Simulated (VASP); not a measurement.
Here is a VASP 6.6.1 calculation.

File POSCAR:

```
GaP
1.0
    0.0000000000      2.7526532803      2.7526532803
    2.7526532803      0.0000000000      2.7526532803
    2.7526532803      2.7526532803      0.0000000000
Ga P
1 1
Direct
    0.0000000000      0.0000000000      0.0000000000
    0.2500000000      0.2500000000      0.2500000000
```

Contents of INCAR.step1:

```
PREC = Accurate
ENCUT = 520
ISMEAR = 0
SIGMA = 0.01
LREAL = F
LASPH = T
NELM = 60
NBANDS = 16
GGA = PE
ALGO = Normal
EDIFF = 1E-4
LWAVE = T
LCHARG = F
```

File INCAR.step2:

```
PREC = Accurate
ENCUT = 520
EDIFF = 1E-7
ISMEAR = 0
SIGMA = 0.01
LREAL = F
LASPH = T
NELM = 60
ALGO = Normal
ISIF = 2
LWAVE = F
LCHARG = F
METAGGA = R2SCAN
LMIXTAU = T
NBANDS = 16
ISTART = 1
```

Contents of KPOINTS:

```
regular mesh
0
Gamma
  8 8 8
```

Potentials or basis: VASP PAW PBE potentials, release 64 (Ga_d, P).

Run with:

```bash
$ cat potpaw_PBE.64/Ga_d/POTCAR potpaw_PBE.64/P/POTCAR > POTCAR
$ cp INCAR.step1 INCAR
$ mpirun -np 1 vasp_std > vasp.out
$ cp INCAR.step2 INCAR
$ mpirun -np 1 vasp_std > vasp.out
```

(1) What does it give for the band gap on the k mesh?

(2) Estimate the pressure.

Answers

(1) 1.94 eV (least direct gap 2.08 eV).

(2) -2.5 GPa.

Caveat: the cell differs from its parent crystal (strain +1.0%); the PAW data sets were made with another functional, which shifts forces and pressure a little.
